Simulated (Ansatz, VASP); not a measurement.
## Two plane-wave programs on InSb3

```
CELL_PARAMETERS angstrom
4.91014 0.05608 0.05608
0.05608 4.91014 0.05608
0.05608 0.05608 4.91014
ATOMIC_POSITIONS crystal
In 0.00000 0.00000 0.00000
Sb 0.50000 0.00000 0.50000
Sb 0.00000 0.50000 0.50000
Sb 0.50000 0.50000 0.00000
```

Change from the starting cell: equal engineering shear yz, xz and xy +0.0233, equal normal strain along x, y and z +0.0200.

Alike in both runs: task single point; functional PBE; k mesh 8 × 8 × 8; occupations gaussian, width 0.15 eV; no spin polarisation.

|  | VASP | Ansatz |
| --- | --- | --- |
| version | VASP 6.6.1 | Ansatz 0.2.0 |
| potentials or method | VASP PAW PBE potentials, release 64 (In_d, Sb), cutoff 520 eV | scalar-relativistic, plane waves, PAW |
| valence electrons in the cell | 28 | 58 |

|  | VASP | Ansatz | Ansatz less VASP |
| --- | --- | --- | --- |
| gap on the k mesh at the Fermi level (eV) | none | none | - |
| pressure (GPa) | -2.6 | -2.6 | +0.09 |
| traceless stress, the component that is largest in VASP (GPa) | -0.33 | -0.33 | -0.001 |

A gap of «none» marks a metal or a gap that the smearing closes. With one functional, cell and mesh, what is left measures potentials, basis and numerics. VASP's potentials hold 28 valence electrons a cell and Ansatz's 58, so a difference there can come from the potentials and not from the codes.

Neither program's run includes spin-orbit coupling.
